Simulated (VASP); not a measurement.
Crystal: GeCN2.

```
CELL_PARAMETERS angstrom
1.82897 1.05596 5.01849
-1.82897 1.05596 5.01849
0.00000 -2.11191 5.01849
ATOMIC_POSITIONS crystal
Ge 0.00000 0.00000 0.00000
N 0.58390 0.58390 0.58390
N 0.41610 0.41610 0.41610
C 0.50000 0.50000 0.50000
```

This cell differs from its parent crystal: volume scaled by 1.06.

Base run:

- Program: VASP 6.6.1
- Functional: PBEsol
- Potentials or basis: VASP PAW PBE potentials, release 64 (Ge_d, N, C)
- Cutoff: 520 eV
- k mesh: 9 × 9 × 9
- Occupations: fermi-dirac, width 0.05 eV
- Spin: no spin polarisation

Its results: band gap on the k mesh 1.13 eV, indirect (least direct gap 2.01 eV); pressure -9.7 GPa; largest force 1.380 eV/Å.

**Question.** The run is repeated on the same cell with these changes: functional from PBEsol to PBE. What comes out?

**Answer.** Band gap on the k mesh 1.23 eV, indirect (least direct gap 2.13 eV); pressure -6.7 GPa; largest force 1.470 eV/Å.

PBE binds less tightly than PBEsol, so the same cell stands under more pressure.

Caveats: the PAW data sets were made with another functional, which shifts forces and pressure a little (some runs); forces of over 1 eV/Å act on the atoms, so gaps and moduli don't describe the material at rest (some runs).

A k mesh can miss the band edges.
